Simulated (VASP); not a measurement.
Set up this calculation in VASP 6.6.1, as the native input.

| Quantity | Value |
| --- | --- |
| Task | single point |
| Functional | PBE |
| Dispersion | D3(BJ) |
| Potentials or basis | VASP PAW PBE potentials, release 64 (Ge_d, S) |
| Cutoff | 500 eV |
| k mesh | 4 × 10 × 8 |
| Occupations | gaussian, width 0.01 eV |
| Spin | no spin polarisation |
| Dipole correction | no |
| Further INCAR settings | ALGO = Normal; EDIFF = 1e-06; NBANDS = 50 |

The structure of GeS lies in POSCAR:

```
GeS
1.0
   10.6557839306      0.0000000000      0.0000000000
    0.0000000000      3.6787573202      0.0000000000
    0.0000000000      0.0000000000      4.3598179902
Ge S
4 4
Direct
    0.1244312047      0.2500000000      0.1353694821
    0.3755687953      0.7500000000      0.6353694821
    0.6244312047      0.2500000000      0.3646305179
    0.8755687953      0.7500000000      0.8646305179
    0.8493660901      0.2500000000      0.4949391507
    0.6506339099      0.7500000000     -0.0050608493
    0.3493660901      0.2500000000      1.0050608493
    0.1506339099      0.7500000000      0.5050608493
```

These files were run (other wordings do the same):

INCAR

```
SYSTEM = GeS
ALGO = Normal
EDIFF = 1E-6
ENCUT = 500
GGA = PE
GGA_COMPAT = .False.
ISIF = 2
ISMEAR = 0
IVDW = 12
LASPH = .True.
LCHARG = .False.
LREAL = .False.
LWAVE = .False.
NBANDS = 50
NELM = 120
PREC = Accurate
SIGMA = 0.01
```

KPOINTS

```
k-points
0
Gamma
  4 10 8
  0 0 0
```

Potentials or basis: VASP PAW PBE potentials, release 64 (Ge_d, S).

The run is started by

```bash
$ cat potpaw_PBE.64/Ge_d/POTCAR potpaw_PBE.64/S/POTCAR > POTCAR
$ mpirun -np 1 vasp_std > vasp.out
```

Results of the run:

```yaml
Pressure: -0.1 GPa
Largest_force: 0.007 eV/Å
Band_gap_on_the_k_mesh: 1.26 eV, direct
Dispersion_energy_per_atom: -0.327 eV
```

Run time: 9.4 min on 1 thread of Intel(R) Xeon(R) Platinum 8375C CPU @ 2.90GHz (Ice Lake), with other jobs on the host, peak memory 0.62 GiB.
